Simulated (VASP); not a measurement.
# Co3O4 (Fd-3m) in VASP: single point with r2SCAN

Aim: the single point of Co3O4 with r2SCAN.

Everything below comes from runs of VASP 6.6.1. Logs are shortened: lines on timing, memory, paths and dates and some standing lists are left out, and cuts for length are marked.

### 1 The cell of the first run

The structure is cubic, space group Fd-3m (No. 227). The conventional cell has a = 8.045 Å, b = 8.045 Å, c = 8.045 Å, α = 90.00°, β = 90.00°, γ = 90.00°. Within 2.5 Å of Co (site symmetry -3m) lie 6 O at 1.91 Å. Co (site symmetry -43m) has 4 O at 1.93 Å within 2.6 Å. Within 2.5 Å of O (site symmetry 3m) lie 4 Co at 1.91 to 1.93 Å.

### 2 Single point, r2SCAN

Contents of POSCAR:

```
Co3O4
1.0
    0.0000000000      4.0223141310      4.0223141310
    4.0223141310      0.0000000000      4.0223141310
    4.0223141310      4.0223141310      0.0000000000
Co O
6 8
Direct
    0.6250000000      0.6250000000      0.6250000000
    0.1250000000      0.6250000000      0.6250000000
    0.6250000000      0.6250000000      0.1250000000
    0.6250000000      0.1250000000      0.6250000000
    0.0000000000      0.0000000000      0.0000000000
    0.2500000000      0.2500000000      0.2500000000
    0.3883187179      0.3883187179      0.3883187179
    0.4149561537      0.8616812821      0.8616812821
    0.3883187179      0.3883187179      0.8350438463
    0.8616812821      0.4149561537      0.8616812821
    0.8350438463      0.3883187179      0.3883187179
    0.8616812821      0.8616812821      0.8616812821
    0.3883187179      0.8350438463      0.3883187179
    0.8616812821      0.8616812821      0.4149561537
```

Contents of INCAR.step1:

```
PREC = Accurate
ENCUT = 520
ISMEAR = 0
SIGMA = 0.05
LREAL = False
LASPH = True
NELM = 60
NBANDS = 64
GGA = PE
ALGO = Normal
EDIFF = 1E-4
LWAVE = True
LCHARG = False
```

Contents of INCAR.step2:

```
PREC = Accurate
ENCUT = 520
EDIFF = 1E-6
ISMEAR = 0
SIGMA = 0.05
LREAL = False
LASPH = True
NELM = 60
ALGO = Normal
ISIF = 2
LWAVE = False
LCHARG = True
METAGGA = R2SCAN
LMIXTAU = True
LELF = True
LVHAR = True
NBANDS = 64
ISTART = 1
```

Contents of KPOINTS:

```
Automatic mesh
0
Gamma
  8 8 8
```

Potentials or basis: VASP PAW PBE potentials, release 64 (Co, O).

Started as:

```sh
> cat potpaw_PBE.64/Co/POTCAR potpaw_PBE.64/O/POTCAR > POTCAR
> cp INCAR.step1 INCAR
> mpirun -np 1 vasp_std > vasp.out
> cp INCAR.step2 INCAR
> mpirun -np 1 vasp_std > vasp.out
```

OUTCAR:

```text
PREC = Accurate
   ENCUT = 520
   EDIFF = 1E-6
   ISMEAR = 0
   LREAL = False
   LASPH = True
   NELM = 60
   ISIF = 2
   METAGGA = R2SCAN
   ISTART = 1

 ion  position               nearest neighbor table
   1  0.625  0.625  0.625-   9 1.91  14 1.91  10 1.91  11 1.91  13 1.91   8 1.91   2 2.84   3 2.84
                             4 2.84   3 2.84   4 2.84   2 2.84
   2  0.125  0.625  0.625-   9 1.91  10 1.91  13 1.91  14 1.91   7 1.91  12 1.91   1 2.84   3 2.84
                             4 2.84   1 2.84   3 2.84   4 2.84
   3  0.625  0.625  0.125-   8 1.91  10 1.91  11 1.91  13 1.91  12 1.91   7 1.91   1 2.84   1 2.84
                             2 2.84   4 2.84   4 2.84   2 2.84
   4  0.625  0.125  0.625-   8 1.91   9 1.91  11 1.91  14 1.91  12 1.91   7 1.91   1 2.84   3 2.84
                             1 2.84   2 2.84   3 2.84   2 2.84
   5  0.000  0.000  0.000-   8 1.93  10 1.93  14 1.93  12 1.93
   6  0.250  0.250  0.250-   9 1.93  11 1.93  13 1.93   7 1.93
   7  0.388  0.388  0.388-   2 1.91   3 1.91   4 1.91   6 1.93
   8  0.415  0.862  0.862-   3 1.91   4 1.91   1 1.91   5 1.93
   9  0.388  0.388  0.835-   2 1.91   4 1.91   1 1.91   6 1.93
  10  0.862  0.415  0.862-   2 1.91   3 1.91   1 1.91   5 1.93
  11  0.835  0.388  0.388-   3 1.91   4 1.91   1 1.91   6 1.93
  12  0.862  0.862  0.862-   2 1.91   3 1.91   4 1.91   5 1.93
  13  0.388  0.835  0.388-   2 1.91   3 1.91   1 1.91   6 1.93
  14  0.862  0.862  0.415-   2 1.91   4 1.91   1 1.91   5 1.93

  LATTYP: Found a face centered cubic cell.
 ALAT       =     8.0446282620

  Lattice vectors:

 A1 = (   0.0000000000,   4.0223141310,   4.0223141310)
 A2 = (   4.0223141310,   0.0000000000,   4.0223141310)
 A3 = (   4.0223141310,   4.0223141310,   0.0000000000)

Analysis of symmetry for initial positions (statically):
=====================================================================
 Subroutine PRICEL returns:
 Original cell was already a primitive cell.

 Routine SETGRP: Setting up the symmetry group for a
 face centered cubic supercell.

 Subroutine GETGRP returns: Found 48 space group operations
 (whereof 24 operations were pure point group operations)
 out of a pool of 48 trial point group operations.

The static configuration has the point symmetry T_d .
 The point group associated with its full space group is O_h .

Analysis of symmetry for dynamics (positions and initial velocities):
=====================================================================
 Subroutine PRICEL returns:
 Original cell was already a primitive cell.

 Routine SETGRP: Setting up the symmetry group for a
 face centered cubic supercell.

 Subroutine GETGRP returns: Found 48 space group operations
 (whereof 24 operations were pure point group operations)
 out of a pool of 48 trial point group operations.

The dynamic configuration has the point symmetry T_d .
 The point group associated with its full space group is O_h .

 Subroutine INISYM returns: Found 48 space group operations
 (whereof 24 operations are pure point group operations),
 and found     1 'primitive' translations

----------------------------------------------------------------------------------------

                                     Primitive cell

  volume of cell :     130.1541

  direct lattice vectors                    reciprocal lattice vectors
     0.000000000  4.022314131  4.022314131    -0.124306552  0.124306552  0.124306552
     4.022314131  0.000000000  4.022314131     0.124306552 -0.124306552  0.124306552
     4.022314131  4.022314131  0.000000000     0.124306552  0.124306552 -0.124306552

  length of vectors
     5.688411196  5.688411196  5.688411196     0.215305263  0.215305263  0.215305263

  position of ions in fractional coordinates (direct lattice)
     0.625000000  0.625000000  0.625000000
     0.125000000  0.625000000  0.625000000
     0.625000000  0.625000000  0.125000000
     0.625000000  0.125000000  0.625000000
     0.000000000  0.000000000  0.000000000
     0.250000000  0.250000000  0.250000000
     0.388318718  0.388318718  0.388318718
     0.414956154  0.861681282  0.861681282
     0.388318718  0.388318718  0.835043846
     0.861681282  0.414956154  0.861681282
     0.835043846  0.388318718  0.388318718
     0.861681282  0.861681282  0.861681282
     0.388318718  0.835043846  0.388318718
     0.861681282  0.861681282  0.414956154

  ion indices of the primitive-cell ions
   primitive index   ion index
                 1           1
                 2           2
                 3           3
                 4           4
                 5           5
                 6           6
                 7           7
                 8           8
                 9           9
                10          10
                11          11
                12          12
                13          13
                14          14

----------------------------------------------------------------------------------------

 KPOINTS: Automatic mesh

Automatic generation of k-mesh.
 Grid dimensions read from file:
 generate k-points for:    8    8    8

 Generating k-lattice:

  Cartesian coordinates                     Fractional coordinates (reciprocal lattice)
    -0.015538319  0.015538319  0.015538319     0.125000000  0.000000000  0.000000000
     0.015538319 -0.015538319  0.015538319     0.000000000  0.125000000  0.000000000
     0.015538319  0.015538319 -0.015538319     0.000000000  0.000000000  0.125000000

  Length of vectors
     0.026913158  0.026913158  0.026913158

  Shift w.r.t. Gamma in fractional coordinates (k-lattice)
     0.000000000  0.000000000  0.000000000

 Subroutine IBZKPT returns following result:
 ===========================================

 Found     29 irreducible k-points:

 Following reciprocal coordinates:
            Coordinates               Weight
  0.000000  0.000000  0.000000      1.000000
  0.125000  0.000000  0.000000      8.000000
  0.250000  0.000000  0.000000      8.000000
  0.375000  0.000000  0.000000      8.000000
  0.500000  0.000000  0.000000      4.000000
  0.125000  0.125000  0.000000      6.000000
[... 16 lines left out ...]
  0.500000  0.250000  0.125000     48.000000
 -0.375000  0.250000  0.125000     24.000000
 [... further k-points ...]
   k-points           NKPTS =     29   k-points in BZ     NKDIM =     29   number of bands    NBANDS=     64
   number of dos      NEDOS =    301   number of ions     NIONS =     14
   total plane-waves  NPLWV =  74088
   dimension x,y,z NGX =    42 NGY =   42 NGZ =   42
   dimension x,y,z NGXF=    84 NGYF=   84 NGZF=   84
   ions per type =               6   8
   NGX,Y,Z   is equivalent  to a cutoff of  12.27, 12.27, 12.27 a.u.
   NGXF,Y,Z  is equivalent  to a cutoff of  24.55, 24.55, 24.55 a.u.
 SYSTEM =  unknown system
   PREC   = accura    normal or accurate (medium, high low for compatibility)
   ISTART =      1    job   : 0-new  1-cont  2-samecut
   ICHARG =      0    charge: 1-file 2-atom 10-const
   ISPIN  =      1    spin polarized calculation?
   LNONCOLLINEAR =      F non collinear calculations
   LSORBIT =      F    spin-orbit coupling
   LASPH  =      T    aspherical Exc in radial PAW
   ENCUT  =  520.0 eV  38.22 Ry    6.18 a.u.  10.58 10.58 10.58*2*pi/ulx,y,z
   NELM   =     60;   NELMIN=  2; NELMDL=  0     # of ELM steps
   EDIFF  = 0.1E-05   stopping-criterion for ELM
   LREAL  =      F    real-space projection
   EDIFFG = 0.1E-04   stopping-criterion for IOM
   NSW    =      0    number of steps for IOM
   IBRION =     -1    ionic relax: 0-MD 1-quasi-New 2-CG
   NFREE  =      0    steps in history (QN), initial steepest desc. (CG)
   ISIF   =      2    stress and relaxation
   ISYM   =      2    0-nonsym 1-usesym 2-fastsym
   POTIM  = 0.5000    time-step for ionic-motion
   TEBEG  =    0.0;   TEEND  =   0.0 temperature during run
   PSTRESS=    0.0 pullay stress
   NELECT =     102.0000    total number of electrons
   NUPDOWN=      -1.0000    fix difference up-down
   EMIN   =  10.00;   EMAX   =-10.00  energy-range for DOS
   EFERMI =   0.00;   METHOD = LEGACY
   ISMEAR =     0;   SIGMA  =   0.05  broadening in eV -4-tet -1-fermi 0-gaus
   EFERMI_NEDOS =   21; number of points for ismear=-14 and -15
   IALGO  =     38    algorithm
   IMIX   =      4    mixing-type and parameters
     AMIX     =   0.40;   BMIX     =  1.00
     AMIX_MAG =   1.60;   BMIX_MAG =  1.00
  volume/ion in A,a.u.               =       9.30        62.74
  Fermi-wavevector in a.u.,A,eV,Ry     =   1.509346  2.852251 30.995791  2.278126
  Thomas-Fermi vector in A             =   2.619681
   LORBIT       =      0    0 simple, 1 ext, 2 COOP (PROOUT), +10 PAW based schemes
   METAGGA = R2SCAN    functional components
   LHFCALC =     F    Hartree Fock is set to
   AEXX    =    0.0000 exact exchange contribution
   IVDW    =     0    specifies the selected vdW correction
   LEPSILON=     F    determine dielectric tensor
   LRPA    =     F    only Hartree local field effects (RPA)
 non-spin polarized calculation
 Gauss-broadening in eV      SIGMA  =   0.05
  energy-cutoff  :      520.00
  volume of cell :      130.15
 maximum number of plane-waves:      3531
   NGX = 21   NGY = 21   NGZ = 21

 number of electron     101.9999998 magnetization

 Free energy of the ion-electron system (eV)
  ---------------------------------------------------
  ext. energy  EPLUGINS =         0.00000000
  ---------------------------------------------------
  free energy    TOTEN  =      -142.29437882 eV

  energy without entropy =     -142.27950490  energy(sigma->0) =     -142.28694186

 E-fermi :   7.0054     XC(G=0): -12.9439

 val. band max:        6.9907223210   @ k =  -0.3750   0.3750   0.0000
 cond. band min:       7.0143797654   @ k =  -0.2500   0.5000   0.2500
 fundamental gap:      0.0236574444
 Fermi energy:         7.0053878052

 k-point     1 :       0.0000    0.0000    0.0000
  band No.  band energies     occupation
      1     -15.1711      2.00000
      2     -13.7582      2.00000
      3     -13.4539      2.00000
      4     -13.4539      2.00000
      5     -13.4539      2.00000
      6     -13.3962      2.00000
[... 55 lines left out ...]
     62       9.1843      0.00000
     63      10.9839      0.00000

 k-point     2 :       0.1250    0.0000    0.0000
  band No.  band energies     occupation
      1     -15.1284      2.00000
      2     -13.7932      2.00000
      3     -13.4849      2.00000
      4     -13.4646      2.00000
      5     -13.4646      2.00000
      6     -13.3921      2.00000
[... 55 lines left out ...]
     62       9.1479      0.00000
     63      11.2006      0.00000

 k-point     3 :       0.2500    0.0000    0.0000
  band No.  band energies     occupation
      1     -15.0082      2.00000
      2     -13.9147      2.00000
      3     -13.5186      2.00000
      4     -13.4831      2.00000
      5     -13.4831      2.00000
      6     -13.4024      2.00000
[... 1375 lines left out ...]
     62       9.0233      0.00000
     63      12.9515      0.00000

 k-point    24 :      -0.3750    0.2500    0.1250
  band No.  band energies     occupation
      1     -14.6463      2.00000
      2     -14.2321      2.00000
      3     -13.6889      2.00000
      4     -13.5596      2.00000
      5     -13.4305      2.00000
      6     -13.4009      2.00000
[... 55 lines left out ...]
     62       9.0145      0.00000
     63      13.4233      0.00000

 [... further k-points ...]

 [bands above 63 left out]

------------------------ aborting loop because EDIFF is reached ----------------------------------------

  FORCE on cell =-STRESS in cart. coord.  units (eV):
  Direction    XX          YY          ZZ          XY          YZ          ZX
  --------------------------------------------------------------------------------------
  -------------------------------------------------------------------------------------
  Total       -4.1753739     -4.1753739     -4.1753739      0.0000000     -0.0000000     -0.0000000
  in kB      -51.3982111    -51.3982111    -51.3982111      0.0000000     -0.0000000     -0.0000000
  external PRESSURE =     -51.3982111 kB  Pullay stress =       0.0000000 kB

 VOLUME and BASIS-vectors are now :
 -----------------------------------------------------------------------------
  energy-cutoff  :      520.00
  volume of cell :      130.15
      direct lattice vectors                 reciprocal lattice vectors
     0.000000000  4.022314131  4.022314131    -0.124306552  0.124306552  0.124306552
     4.022314131  0.000000000  4.022314131     0.124306552 -0.124306552  0.124306552
     4.022314131  4.022314131  0.000000000     0.124306552  0.124306552 -0.124306552

 POSITION                                       TOTAL-FORCE (eV/Angst)
 -----------------------------------------------------------------------------------
      5.02789      5.02789      5.02789         0.000000      0.000000      0.000000
      5.02789      3.01674      3.01674         0.000000      0.000000      0.000000
      3.01674      3.01674      5.02789         0.000000      0.000000      0.000000
      3.01674      5.02789      3.01674         0.000000      0.000000      0.000000
      0.00000      0.00000      0.00000         0.000000      0.000000      0.000000
      2.01116      2.01116      2.01116         0.000000      0.000000      0.000000
      3.12388      3.12388      3.12388        -0.435712     -0.435712     -0.435712
      6.93191      5.13504      5.13504         0.435712     -0.435712     -0.435712
      4.92075      4.92075      3.12388         0.435712      0.435712     -0.435712
      5.13504      6.93191      5.13504        -0.435712      0.435712     -0.435712
      3.12388      4.92075      4.92075        -0.435712      0.435712      0.435712
      6.93191      6.93191      6.93191         0.435712      0.435712      0.435712
      4.92075      3.12388      4.92075         0.435712     -0.435712      0.435712
      5.13504      5.13504      6.93191        -0.435712     -0.435712      0.435712
 -----------------------------------------------------------------------------------
    total drift:                               -0.000000     -0.000000      0.000000

  FREE ENERGIE OF THE ION-ELECTRON SYSTEM (eV)
  ---------------------------------------------------
  free  energy   TOTEN  =      -142.2943788250 eV

  energy  without entropy=     -142.2795049010  energy(sigma->0) =     -142.28694186
```

It took 13 min on 1 thread of Intel Xeon Platinum 8559C (Emerald Rapids), shared host; peak memory 0.38 GiB.

Results:

```
Free energy            : -142.2944 eV
Pressure               : -5.1 GPa
Largest force          : 0.755 eV/Å
Band gap on the k mesh : zero (band 51 reaches 7.01 eV, above the bottom of band 52 at 6.92 eV)
```

Forces on the atoms (eV/Å):
```
Co   0.000  0.000  0.000
Co   0.000  0.000  0.000
Co   0.000  0.000  0.000
Co   0.000  0.000  0.000
Co   0.000  0.000  0.000
Co   0.000  0.000  0.000
O   -0.436 -0.436 -0.436
O    0.436 -0.436 -0.436
O    0.436  0.436 -0.436
O   -0.436  0.436 -0.436
O   -0.436  0.436  0.436
O    0.436  0.436  0.436
O    0.436 -0.436  0.436
O   -0.436 -0.436  0.436
```

Caveat: the PAW data sets were made with another functional, which shifts forces and pressure a little; the run has no spin polarisation, though such a crystal can be magnetic; semilocal functionals often make such compounds metallic where correlation or magnetic order opens a gap, which also shifts bond lengths.
